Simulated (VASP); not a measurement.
Wanted: the native input for a VASP 6.6.1 run.

| Quantity | Value |
| --- | --- |
| Task | single point |
| Functional | BLYP |
| Potentials or basis | VASP PAW PBE potentials, release 64 (Ta_pv) |
| Cutoff | 520 eV |
| k mesh | 11 × 11 × 5 |
| Occupations | fermi-dirac, width 0.05 eV |
| Spin | no spin polarisation |
| Dipole correction | no |
| Further INCAR settings | ALGO = Normal; EDIFF = 1e-07; NBANDS = 18 |

The structure of Ta lies in POSCAR:

```
Ta
1.0
    2.9139542115      0.0000000000      0.0000000000
   -1.4569771058      2.5235583726      0.0000000000
    0.0000000000      0.0000000000      5.2629201120
Ta
2
Direct
    0.3333333333      0.6666666667      0.2500000000
    0.6666666667      0.3333333333      0.7500000000
```

One way to write it, as run:

INCAR

```
SYSTEM = Ta
PREC = Accurate
ENCUT = 520
EDIFF = 1E-7
ISMEAR = -1
SIGMA = 0.05
LREAL = .FALSE.
LASPH = .TRUE.
NELM = 100
ALGO = Normal
ISIF = 2
LWAVE = .FALSE.
LCHARG = .FALSE.
GGA = B5
ALDAX = 1.0
AGGAX = 1.0
AGGAC = 1.0
ALDAC = 0.0
NBANDS = 18
```

KPOINTS

```
Automatic mesh
0
G
  11 11 5
  0 0 0
```

Potentials or basis: VASP PAW PBE potentials, release 64 (Ta_pv).

Launch:

```sh
$ cat potpaw_PBE.64/Ta_pv/POTCAR > POTCAR
$ mpirun -np 1 vasp_std > vasp.out
```

It gave:

```yaml
Pressure: 0.9 GPa
Band_gap_on_the_k_mesh: zero (band 11 reaches 6.86 eV, above the bottom of band 12 at 5.31 eV)
```

Caveat: the PAW data sets were made with another functional, which shifts forces and pressure a little; spin-orbit coupling is left out, which moves the levels of the heavy elements.

Run time: 19 s on 1 thread of Intel Xeon 6975P-C, on a shared host, peak memory 0.17 GiB.
